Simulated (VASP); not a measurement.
Crystal: SiC (Moissanite).

```
Si C
1.0
     3.11648    0.00000    0.00000
    -1.55824    2.69895    0.00000
     0.00000    0.00000    5.11443
Si C
2 2
Direct
  0.66667 0.33333 0.50000
  0.33333 0.66667 0.00000
  0.66667 0.33333 0.88500
  0.33333 0.66667 0.38500
```

Base run:

- Program: VASP 6.6.1
- Functional: r2SCAN
- Dispersion: D3(BJ)
- Potentials or basis: VASP PAW PBE potentials, release 64 (Si, C)
- Cutoff: 520 eV
- k mesh: 10 × 10 × 5
- Occupations: fermi-dirac, width 0.05 eV
- Spin: no spin polarisation

Its results: band gap on the k mesh 2.91 eV, indirect (least direct gap 4.49 eV); pressure -10.3 GPa; largest force 0.711 eV/Å.

After a change of settings the same cell gave: band gap on the k mesh 2.38 eV, indirect (least direct gap 3.88 eV); pressure -11.0 GPa; largest force 0.690 eV/Å. Which change was it?
A. dispersion from D3(BJ) to none; further incar settings from ALGO = Normal; EDIFF = 1e-06; NBANDS = 16 to ALGO = Normal; EDIFF = 1e-07; NBANDS = 16
B. functional from r2SCAN to PBE; dispersion from D3(BJ) to D4
C. functional from r2SCAN to PBEsol
D. functional from r2SCAN to revPBE; dispersion from D3(BJ) to none

C.

r2SCAN gives the wider gap, since meta-GGAs in the generalised Kohn-Sham scheme recover part of the derivative discontinuity.

Caveats: the PAW data sets were made with another functional, which shifts forces and pressure a little.
